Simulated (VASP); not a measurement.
# C in VASP: notebook

C is run at these levels: PBE; tasks: single point.

All numbers are computed with VASP 6.6.1; they aren't measurements. Logs are shortened: lines on timing, memory, paths and dates and some standing lists are left out, and cuts for length are marked.

### Step 1. The cell of the first run

The cell holds a wire or tube with vacuum around it, 10 atoms: a = 18.300 Å, b = 9.300 Å, c = 2.467 Å, α = 90.00°, β = 90.00°, γ = 90.00°.

### Step 2. Single point, PBE

INCAR reads:

```
SYSTEM = C
PREC = Accurate
ENCUT = 520
EDIFF = 1E-6
ISMEAR = 0
SIGMA = 0.05
LREAL = .FALSE.
LASPH = .TRUE.
NELM = 80
ALGO = Normal
ISIF = 2
LWAVE = .FALSE.
LCHARG = .TRUE.
GGA = PE
LELF = .TRUE.
LVHAR = .TRUE.
NBANDS = 31
```

KPOINTS reads:

```
regular mesh
0
G
  1 1 36
  0 0 0
```

POSCAR reads:

```
C
1.0
   18.3000000000      0.0000000000      0.0000000000
    0.0000000000      9.3000000000      0.0000000000
    0.0000000000      0.0000000000      2.4665450959
C
10
Direct
    0.2860018412      0.5000000000      0.5000000000
    0.4027281096      0.5000000000      0.0000000000
    0.5194543781      0.5000000000      0.5000000000
    0.6361806465      0.5000000000      0.0000000000
    0.7529069150      0.5000000000      0.5000000000
    0.2470930850      0.5000000000      0.0000000000
    0.3638193535      0.5000000000      0.5000000000
    0.4805456219      0.5000000000      0.0000000000
    0.5972718904      0.5000000000      0.5000000000
    0.7139981588      0.5000000000      0.0000000000
```

Potentials or basis: VASP PAW PBE potentials, release 64 (C).

Launch:

```console
cat potpaw_PBE.64/C/POTCAR > POTCAR
mpirun -np 1 vasp_std > vasp.out
```

OUTCAR:

```text
SYSTEM = C
   PREC = Accurate
   ENCUT = 520
   EDIFF = 1E-6
   ISMEAR = 0
   LREAL = .FALSE.
   LASPH = .TRUE.
   NELM = 80
   ISIF = 2
   GGA = PE

 ion  position               nearest neighbor table
   1  0.286  0.500  0.500-   7 1.42   6 1.42   6 1.42
   2  0.403  0.500  0.000-   7 1.42   7 1.42   8 1.42
   3  0.519  0.500  0.500-   9 1.42   8 1.42   8 1.42
   4  0.636  0.500  0.000-   9 1.42   9 1.42  10 1.42
   5  0.753  0.500  0.500-  10 1.42  10 1.42
   6  0.247  0.500  0.000-   1 1.42   1 1.42
   7  0.364  0.500  0.500-   2 1.42   2 1.42   1 1.42
   8  0.481  0.500  0.000-   2 1.42   3 1.42   3 1.42
   9  0.597  0.500  0.500-   4 1.42   4 1.42   3 1.42
  10  0.714  0.500  0.000-   4 1.42   5 1.42   5 1.42

  LATTYP: Found a simple orthorhombic cell.
 ALAT       =     2.4665450959
 B/A-ratio  =     3.7704560989
 C/A-ratio  =     7.4192845817

  Lattice vectors:

 A1 = (   0.0000000000,   0.0000000000,  -2.4665450959)
 A2 = (   0.0000000000,   9.3000000000,   0.0000000000)
 A3 = (  18.3000000000,   0.0000000000,   0.0000000000)

Analysis of symmetry for initial positions (statically):
=====================================================================
 Subroutine PRICEL returns:
 Original cell was already a primitive cell.

 Routine SETGRP: Setting up the symmetry group for a
 simple orthorhombic supercell.

 Subroutine GETGRP returns: Found  8 space group operations
 (whereof  4 operations were pure point group operations)
 out of a pool of  8 trial point group operations.

The static configuration has the point symmetry C_2v.
 The point group associated with its full space group is D_2h.

Analysis of symmetry for dynamics (positions and initial velocities):
=====================================================================
 Subroutine PRICEL returns:
 Original cell was already a primitive cell.

 Routine SETGRP: Setting up the symmetry group for a
 simple orthorhombic supercell.

 Subroutine GETGRP returns: Found  8 space group operations
 (whereof  4 operations were pure point group operations)
 out of a pool of  8 trial point group operations.

The dynamic configuration has the point symmetry C_2v.
 The point group associated with its full space group is D_2h.

 Subroutine INISYM returns: Found  8 space group operations
 (whereof  4 operations are pure point group operations),
 and found     1 'primitive' translations

----------------------------------------------------------------------------------------

                                     Primitive cell

  volume of cell :     419.7813

  direct lattice vectors                    reciprocal lattice vectors
    18.300000000  0.000000000  0.000000000     0.054644809  0.000000000  0.000000000
     0.000000000  9.300000000  0.000000000     0.000000000  0.107526882  0.000000000
     0.000000000  0.000000000  2.466545096     0.000000000  0.000000000  0.405425387

  length of vectors
    18.300000000  9.300000000  2.466545096     0.054644809  0.107526882  0.405425387

  position of ions in fractional coordinates (direct lattice)
     0.286001841  0.500000000  0.500000000
     0.402728110  0.500000000  0.000000000
     0.519454378  0.500000000  0.500000000
     0.636180647  0.500000000  0.000000000
     0.752906915  0.500000000  0.500000000
     0.247093085  0.500000000  0.000000000
     0.363819353  0.500000000  0.500000000
     0.480545622  0.500000000  0.000000000
     0.597271890  0.500000000  0.500000000
     0.713998159  0.500000000  0.000000000

  ion indices of the primitive-cell ions
   primitive index   ion index
                 1           1
                 2           2
                 3           3
                 4           4
                 5           5
                 6           6
                 7           7
                 8           8
                 9           9
                10          10

----------------------------------------------------------------------------------------

 KPOINTS: regular mesh

Automatic generation of k-mesh.
 Grid dimensions read from file:
 generate k-points for:    1    1   36

 Generating k-lattice:

  Cartesian coordinates                     Fractional coordinates (reciprocal lattice)
     0.054644809  0.000000000  0.000000000     1.000000000  0.000000000  0.000000000
     0.000000000  0.107526882  0.000000000     0.000000000  1.000000000  0.000000000
     0.000000000  0.000000000  0.011261816     0.000000000  0.000000000  0.027777778

  Length of vectors
     0.054644809  0.107526882  0.011261816

  Shift w.r.t. Gamma in fractional coordinates (k-lattice)
     0.000000000  0.000000000  0.000000000

 Subroutine IBZKPT returns following result:
 ===========================================

 Found     19 irreducible k-points:

 Following reciprocal coordinates:
            Coordinates               Weight
  0.000000  0.000000  0.000000      1.000000
  0.000000  0.000000  0.027778      2.000000
  0.000000  0.000000  0.055556      2.000000
  0.000000  0.000000  0.083333      2.000000
  0.000000  0.000000  0.111111      2.000000
  0.000000  0.000000  0.138889      2.000000
[... 11 lines left out ...]
  0.000000  0.000000  0.472222      2.000000
  0.000000  0.000000  0.500000      1.000000
   k-points           NKPTS =     19   k-points in BZ     NKDIM =     19   number of bands    NBANDS=     31
   number of dos      NEDOS =    301   number of ions     NIONS =     10
   total plane-waves  NPLWV = 176400
   dimension x,y,z NGX =   140 NGY =   70 NGZ =   18
   dimension x,y,z NGXF=   280 NGYF=  140 NGZF=   36
   ions per type =              10
   NGX,Y,Z   is equivalent  to a cutoff of  12.72, 12.51, 12.13 a.u.
   NGXF,Y,Z  is equivalent  to a cutoff of  25.44, 25.03, 24.26 a.u.
 SYSTEM =  C
   PREC   = accura    normal or accurate (medium, high low for compatibility)
   ISTART =      0    job   : 0-new  1-cont  2-samecut
   ICHARG =      2    charge: 1-file 2-atom 10-const
   ISPIN  =      1    spin polarized calculation?
   LNONCOLLINEAR =      F non collinear calculations
   LSORBIT =      F    spin-orbit coupling
   LASPH  =      T    aspherical Exc in radial PAW
   ENCUT  =  520.0 eV  38.22 Ry    6.18 a.u.  34.03 17.29  4.59*2*pi/ulx,y,z
   NELM   =     80;   NELMIN=  2; NELMDL= -5     # of ELM steps
   EDIFF  = 0.1E-05   stopping-criterion for ELM
   LREAL  =      F    real-space projection
   EDIFFG = 0.1E-04   stopping-criterion for IOM
   NSW    =      0    number of steps for IOM
   IBRION =     -1    ionic relax: 0-MD 1-quasi-New 2-CG
   NFREE  =      0    steps in history (QN), initial steepest desc. (CG)
   ISIF   =      2    stress and relaxation
   ISYM   =      2    0-nonsym 1-usesym 2-fastsym
   POTIM  = 0.5000    time-step for ionic-motion
   TEBEG  =    0.0;   TEEND  =   0.0 temperature during run
   PSTRESS=    0.0 pullay stress
   NELECT =      40.0000    total number of electrons
   NUPDOWN=      -1.0000    fix difference up-down
   EMIN   =  10.00;   EMAX   =-10.00  energy-range for DOS
   EFERMI =   0.00;   METHOD = LEGACY
   ISMEAR =     0;   SIGMA  =   0.05  broadening in eV -4-tet -1-fermi 0-gaus
   EFERMI_NEDOS =   21; number of points for ismear=-14 and -15
   IALGO  =     38    algorithm
   IMIX   =      4    mixing-type and parameters
     AMIX     =   0.40;   BMIX     =  1.00
     AMIX_MAG =   1.60;   BMIX_MAG =  1.00
  volume/ion in A,a.u.               =      41.98       283.28
  Fermi-wavevector in a.u.,A,eV,Ry     =   0.747745  1.413034  7.607334  0.559123
  Thomas-Fermi vector in A             =   1.843872
   LORBIT       =      0    0 simple, 1 ext, 2 COOP (PROOUT), +10 PAW based schemes
   GGA     = PE    functional components
   LHFCALC =     F    Hartree Fock is set to
   AEXX    =    0.0000 exact exchange contribution
   IVDW    =     0    specifies the selected vdW correction
   LEPSILON=     F    determine dielectric tensor
   LRPA    =     F    only Hartree local field effects (RPA)
 non-spin polarized calculation
 Gauss-broadening in eV      SIGMA  =   0.05
  energy-cutoff  :      520.00
  volume of cell :      419.78
 maximum number of plane-waves:     11379
 NGX is ok and might be reduce to   140
   NGX = 69   NGY = 35   NGZ =  9

 number of electron      40.0000006 magnetization

 Free energy of the ion-electron system (eV)
  ---------------------------------------------------
  ext. energy  EPLUGINS =         0.00000000
  ---------------------------------------------------
  free energy    TOTEN  =       -85.53605752 eV

  energy without entropy =      -85.52129907  energy(sigma->0) =      -85.52867829

 E-fermi :  -3.4558     XC(G=0):  -3.1410

 val. band max:       -3.4599489112   @ k =   0.0000   0.0000   0.0278
 cond. band min:      -3.4464546516   @ k =   0.0000   0.0000   0.0556
 fundamental gap:      0.0134942596
 Fermi energy:        -3.4557916889

 k-point     1 :       0.0000    0.0000    0.0000
  band No.  band energies     occupation
      1     -22.5197      2.00000
      2     -21.8115      2.00000
      3     -20.7003      2.00000
      4     -19.2444      2.00000
      5     -17.7772      2.00000
      6     -14.9770      2.00000
[... 23 lines left out ...]
     30       2.8712      0.00000
     31       3.3946      0.00000

 k-point     2 :       0.0000    0.0000    0.0278
  band No.  band energies     occupation
      1     -22.5061      2.00000
      2     -21.7980      2.00000
      3     -20.6870      2.00000
      4     -19.2315      2.00000
      5     -17.7652      2.00000
      6     -14.9668      2.00000
[... 23 lines left out ...]
     30       2.8899      0.00000
     31       3.4115      0.00000

 k-point     3 :       0.0000    0.0000    0.0556
  band No.  band energies     occupation
      1     -22.4652      2.00000
      2     -21.7575      2.00000
      3     -20.6471      2.00000
      4     -19.1929      2.00000
      5     -17.7292      2.00000
      6     -14.9365      2.00000
[... 23 lines left out ...]
     30       2.9455      0.00000
     31       3.4622      0.00000

 k-point     4 :       0.0000    0.0000    0.0833
  band No.  band energies     occupation
      1     -22.3971      2.00000
      2     -21.6899      2.00000
      3     -20.5807      2.00000
      4     -19.1287      2.00000
      5     -17.6691      2.00000
      6     -14.8866      2.00000
[... 23 lines left out ...]
     30       3.0370      0.00000
     31       3.5259      0.00000

 k-point     5 :       0.0000    0.0000    0.1111
  band No.  band energies     occupation
      1     -22.3018      2.00000
      2     -21.5955      2.00000
      3     -20.4878      2.00000
      4     -19.0390      2.00000
      5     -17.5851      2.00000
      6     -14.8186      2.00000
[... 23 lines left out ...]
     30       3.1630      0.00000
     31       3.4877      0.00000
[... 372 lines left out ...]
     30       5.3494      0.00000
     31       5.9372      0.00000

 k-point    17 :       0.0000    0.0000    0.4444
  band No.  band energies     occupation
      1     -19.1178      2.00000
      2     -18.4619      2.00000
      3     -17.5564      2.00000
      4     -17.3897      2.00000
      5     -16.2857      2.00000
      6     -15.8082      2.00000
[... 23 lines left out ...]
     30       5.8427      0.00000
     31       6.4768      0.00000

 k-point    18 :       0.0000    0.0000    0.4722
  band No.  band energies     occupation
      1     -18.6992      2.00000
      2     -18.0702      2.00000
      3     -17.8218      2.00000
      4     -17.4669      2.00000
      5     -16.4403      2.00000
      6     -15.8459      2.00000
[... 23 lines left out ...]
     30       6.3940      0.00000
     31       6.7234      0.00000

 k-point    19 :       0.0000    0.0000    0.5000
  band No.  band energies     occupation
      1     -18.2648      2.00000
      2     -18.2648      2.00000
      3     -17.7014      2.00000
      4     -17.7014      2.00000
      5     -16.2305      2.00000
      6     -16.2305      2.00000
[... 23 lines left out ...]
     30       6.3452      0.00000
     31       6.8414      0.00000

------------------------ aborting loop because EDIFF is reached ----------------------------------------

  FORCE on cell =-STRESS in cart. coord.  units (eV):
  Direction    XX          YY          ZZ          XY          YZ          ZX
  --------------------------------------------------------------------------------------
  -------------------------------------------------------------------------------------
  Total        0.4130248     -0.0253825      0.6231999      0.0000000      0.0000000      0.0000000
  in kB        1.5763898     -0.0968774      2.3785640      0.0000000      0.0000000      0.0000000
  external PRESSURE =       1.2860255 kB  Pullay stress =       0.0000000 kB

 VOLUME and BASIS-vectors are now :
 -----------------------------------------------------------------------------
  energy-cutoff  :      520.00
  volume of cell :      419.78
      direct lattice vectors                 reciprocal lattice vectors
    18.300000000  0.000000000  0.000000000     0.054644809  0.000000000  0.000000000
     0.000000000  9.300000000  0.000000000     0.000000000  0.107526882  0.000000000
     0.000000000  0.000000000  2.466545096     0.000000000  0.000000000  0.405425387

 POSITION                                       TOTAL-FORCE (eV/Angst)
 -----------------------------------------------------------------------------------
      5.23383      4.65000      1.23327        -2.882194      0.000000      0.000000
      7.36992      4.65000      0.00000        -0.298608      0.000000      0.000000
      9.50602      4.65000      1.23327        -0.222130      0.000000      0.000000
     11.64211      4.65000      0.00000        -1.058686      0.000000      0.000000
     13.77820      4.65000      1.23327        -1.914922      0.000000      0.000000
      4.52180      4.65000      0.00000         1.914922      0.000000      0.000000
      6.65789      4.65000      1.23327         1.058686      0.000000      0.000000
      8.79398      4.65000      0.00000         0.222130      0.000000      0.000000
     10.93008      4.65000      1.23327         0.298608      0.000000      0.000000
     13.06617      4.65000      0.00000         2.882194      0.000000      0.000000
 -----------------------------------------------------------------------------------
    total drift:                                0.000000      0.000000     -0.000000

  FREE ENERGIE OF THE ION-ELECTRON SYSTEM (eV)
  ---------------------------------------------------
  free  energy   TOTEN  =       -85.5360575230 eV

  energy  without entropy=      -85.5212990653  energy(sigma->0) =      -85.52867829
```

Run time: 4.9 min. Hardware: 1 thread of Intel Xeon Platinum 8259CL at 2.50GHz (Skylake/Cascade Lake), shared host; peak memory 0.5 GiB.

Results:

| Quantity | Value |
| --- | --- |
| Free energy | -85.5361 eV |
| Largest force | 2.882 eV/Å |
| Band gap on the k mesh | zero (bands 20 and 21 overlap by 0.24 eV) |

Forces on the atoms (eV/Å):
```
C   -2.882  0.000  0.000
C   -0.299  0.000  0.000
C   -0.222  0.000  0.000
C   -1.059  0.000  0.000
C   -1.915  0.000  0.000
C    1.915  0.000  0.000
C    1.059  0.000  0.000
C    0.222  0.000  0.000
C    0.299  0.000  0.000
C    2.882  0.000  0.000
```

### Step 3. Single point, PBE

This run uses another cell than the first one.

INCAR reads:

```
SYSTEM = C
ALGO = Normal ; EDIFF = 1E-7
ENCUT = 520 ; GGA = PE
ISIF = 2 ; ISMEAR = 0
LASPH = .TRUE. ; LCHARG = .TRUE.
LELF = .TRUE. ; LREAL = .FALSE.
LVHAR = .TRUE. ; LWAVE = .FALSE.
NBANDS = 31 ; NELM = 60
PREC = Accurate ; SIGMA = 0.05
```

KPOINTS reads:

```
k-points
0
G
  1 1 36
  0 0 0
```

POSCAR reads:

```
C
1.0
   18.3000000000      0.0000000000      0.0000000000
    0.0000000000      9.3000000000      0.0000000000
    0.0000000000      0.0000000000      2.4816214987
C
10
Direct
    0.2836584316      0.5000000000      0.5000000000
    0.4022762514      0.5000000000      0.0000000000
    0.5192115454      0.5000000000      0.5000000000
    0.6356743747      0.5000000000      0.0000000000
    0.7499038214      0.5000000000      0.5000000000
    0.2500961786      0.5000000000      0.0000000000
    0.3643256253      0.5000000000      0.5000000000
    0.4807884546      0.5000000000      0.0000000000
    0.5977237486      0.5000000000      0.5000000000
    0.7163415684      0.5000000000      0.0000000000
```

Potentials or basis: VASP PAW PBE potentials, release 64 (C).

Launch:

```console
cat potpaw_PBE.64/C/POTCAR > POTCAR
mpirun -np 1 vasp_std > vasp.out
```

Wall time 5.2 min (1 thread of Intel Xeon Platinum 8259CL at 2.50GHz (Skylake/Cascade Lake), shared host); peak memory 0.5 GiB.

It converged, with:

* Free energy: -85.7745 eV
* Largest force: 0.048 eV/Å
* Band gap on the k mesh: zero (bands 20 and 21 overlap by 0.44 eV)

Forces on the atoms (eV/Å):
```
C   -0.015  0.000  0.000
C    0.018  0.000  0.000
C    0.003  0.000  0.000
C   -0.002  0.000  0.000
C    0.048  0.000  0.000
C   -0.048  0.000  0.000
C    0.002  0.000  0.000
C   -0.003  0.000  0.000
C   -0.018  0.000  0.000
C    0.015  0.000  0.000
```

Levels at points of the mesh, in eV from the Fermi level:
| k point | band 18 | band 19 | band 20 | band 21 | band 22 | band 23 |
| --- | --- | --- | --- | --- | --- | --- |
| (0.00, 0.00, 0.00) | -3.71 | -2.95 | 0.09 | 0.23 | 2.78 | 3.54 |
| (0.00, 0.00, 0.50) | -2.33 | -0.56 | -0.56 | 0.35 | 0.35 | 1.86 |
